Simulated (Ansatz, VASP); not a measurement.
## P in VASP and in Ansatz

```
P
1.0
     1.72573    0.99635    3.12968
    -1.72573    0.99635    3.12968
     0.00000   -1.99270    3.12968
P
2
Direct
  0.22708 0.22708 0.22708
  0.77292 0.77292 0.77292
```

Alike in both runs: task single point; functional PBEsol; dispersion D3(BJ); k mesh 18 × 18 × 18; occupations gaussian, width 0.15 eV; no spin polarisation.

|  | VASP | Ansatz |
| --- | --- | --- |
| version | VASP 6.6.1 | Ansatz 0.2.0 |
| potentials or method | VASP PAW PBE potentials, release 64 (P), cutoff 520 eV | scalar-relativistic, plane waves, PAW |
| valence electrons in the cell | 10 | 10 |

Ansatz gave:

* gap on the k mesh at the Fermi level (eV): none
* pressure (GPa): -5.3
* traceless stress, the component that is largest in VASP (GPa): -0.94
* rms of the force components (eV/Å): 0.189

**Question.** Estimate VASP's values.

**Answer.** gap on the k mesh at the Fermi level (eV): none; pressure (GPa): -5.3; traceless stress, the component that is largest in VASP (GPa): -0.80; rms of the force components (eV/Å): 0.171.

VASP's potentials were made for PBE, not for PBEsol. Atom by atom the forces differ by 0.018 eV/Å (rms over components). A gap of «none» marks a metal or a gap that the smearing closes.
